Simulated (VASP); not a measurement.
Input of a VASP 6.6.1 run:

The input INCAR:

```
SYSTEM = Ir
  PREC = Accurate
  ENCUT = 600
  EDIFF = 1E-7
  ISMEAR = -1
  SIGMA = 0.1
  LREAL = .FALSE.
  LASPH = .TRUE.
  NELM = 60
  ALGO = Normal
  ISIF = 3
  LWAVE = .FALSE.
  LCHARG = .FALSE.
  GGA = PE
  IBRION = 2
  NSW = 60
  EDIFFG = -0.03
```

KPOINTS

```
Automatic mesh
0
G
  19 19 19
  0 0 0
```

File POSCAR:

```
Ir
1.0
    1.5200000000      1.5200000000      1.5200000000
   -1.5200000000      1.5200000000      1.5200000000
   -1.5200000000     -1.5200000000      1.5200000000
Ir
1
Direct
    0.0000000000      0.0000000000      0.0000000000
```

Potentials or basis: VASP PAW PBE potentials, release 64 (Ir).

Command:

```bash
$ cat potpaw_PBE.64/Ir/POTCAR > POTCAR
$ mpirun -np 1 vasp_std > vasp.out
```

(1) What does it give for the relaxed volume?

(2) What does it give for the relaxed cell?

## Answers

(1) 15.10 Å³/atom.

(2) a = 2.697 Å, b = 2.697 Å, c = 2.697 Å, α = 70.53°, β = 109.47°, γ = 70.53°.
